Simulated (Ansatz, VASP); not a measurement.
## One calculation of Ba, two programs

```
CELL_PARAMETERS angstrom
-2.53679 2.53679 2.53679
2.53679 -2.53679 2.53679
2.53679 2.53679 -2.53679
ATOMIC_POSITIONS crystal
Ba 0.00000 0.00000 0.00000
```

Alike in both runs: task single point; functional r2SCAN; k mesh 9 × 9 × 9; occupations fermi-dirac, width 0.1 eV; no spin polarisation.

|  | VASP | Ansatz |
| --- | --- | --- |
| version | VASP 6.6.1 | Ansatz 0.2.0 |
| potentials or method | VASP PAW PBE potentials, release 64 (Ba_sv), cutoff 520 eV | plane waves (500 eV) with PAW, scalar-relativistic |
| valence electrons in the cell | 10 | 10 |

```csv
,VASP,Ansatz,Ansatz less VASP
pressure (GPa),0.1,0.0,-0.04
```

VASP's potentials were made for PBE, not for r2SCAN.

Neither program's run includes spin-orbit coupling.
